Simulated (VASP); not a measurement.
**Sb: single point with PBEsol**

The system is Sb.

```xyz
3
Lattice="5.3458 0.0000 0.0000 -2.6729 4.6296 0.0000 0.0000 0.0000 3.1906" Properties=species:S:1:pos:R:3 pbc="T T T"
Sb    5.3458    0.0000    0.0000
Sb    0.0000    3.0864    1.5953
Sb    2.6729    1.5432    1.5953
```

```json
{"Program": "VASP 6.6.1", "Task": "single point", "Functional": "PBEsol", "Potentials or basis": "VASP PAW PBE potentials, release 64 (Sb)", "Cutoff": "520 eV", "k mesh": "8 × 8 × 11", "Occupations": "fermi-dirac, width 0.1 eV", "Spin": "no spin polarisation"}
```

```yaml
Pressure: -0.2 GPa
```

Stress tensor (GPa, compression positive):
```
 0.57  0.00  0.00
 0.00  0.57  0.00
 0.00  0.00 -1.67
```

Levels at points of the mesh, in eV from the Fermi level:
```
           k point  band 5  band 6  band 7  band 8  band 9  band 10
(0.00, 0.00, 0.00)   -4.05   -3.77   -3.77    1.73    5.63     5.63
(0.50, 0.00, 0.00)   -0.94   -0.70    1.06    1.40    2.23     3.43
```

Run time: 60 s on 1 thread of Intel Xeon 8259CL, with other jobs on the host, peak memory 0.21 GiB.

Caveat: the PAW data sets were made with another functional, which shifts forces and pressure a little; spin-orbit coupling is left out, which moves the levels of the heavy elements.
